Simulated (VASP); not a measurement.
Wanted: the native input for a VASP 6.6.1 run.

```yaml
Task: single point
Functional: PBEsol
Potentials_or_basis: VASP PAW PBE potentials, release 64 (Mo_sv, S)
Cutoff: 520 eV
k_mesh: 10 × 10 × 10
Occupations: fermi-dirac, width 0.05 eV
Spin: no spin polarisation
Hubbard_terms: Mo d U = 2.0 eV
Dipole_correction: no
Further_INCAR_settings: ALGO = Normal; EDIFF = 1e-06; NBANDS = 20
```

The structure of MoS2 lies in POSCAR:

```
MoS2
1.0
    1.5855000000      0.9153888518      6.1149966667
   -1.5855000000      0.9153888518      6.1149966667
    0.0000000000     -1.8307777036      6.1149966667
Mo S
1 2
Direct
    0.0000000000      0.0000000000      0.0000000000
    0.2500000000      0.2500000000      0.2500000000
    0.7500000000      0.7500000000      0.7500000000
```

One way to write it, as run:

INCAR

```
PREC = Accurate ; ENCUT = 520
EDIFF = 1E-6 ; ISMEAR = -1
SIGMA = 0.05 ; LREAL = F
LASPH = T ; NELM = 150
ALGO = Normal ; ISIF = 2
LWAVE = F ; LCHARG = F
LMAXMIX = 4 ; LDAU = T
LDAUTYPE = 2 ; LDAUL = 2 -1
LDAUU = 2 0 ; LDAUJ = 0 0
LDAUPRINT = 1 ; GGA = PS
NBANDS = 20
```

KPOINTS

```
Automatic mesh
0
Gamma
  10 10 10
```

Potentials or basis: VASP PAW PBE potentials, release 64 (Mo_sv, S).

Command:

```console
$ cat potpaw_PBE.64/Mo_sv/POTCAR potpaw_PBE.64/S/POTCAR > POTCAR
$ mpirun -np 1 vasp_std > vasp.out
```

It gave:

| Item | Value |
| --- | --- |
| Pressure | 4.0 GPa |
| Largest force | 0.856 eV/Å |
| Band gap on the k mesh | zero (bands 13 and 14 overlap by 0.65 eV) |

Caveat: the cell stands under pressure; the PAW data sets were made with another functional, which shifts forces and pressure a little; U without spin polarisation on a metal has little footing.

Wall time 3.5 min on 1 thread of AMD EPYC 9R45 96-Core Processor (Zen 5) (shared host), peak memory 0.35 GiB.
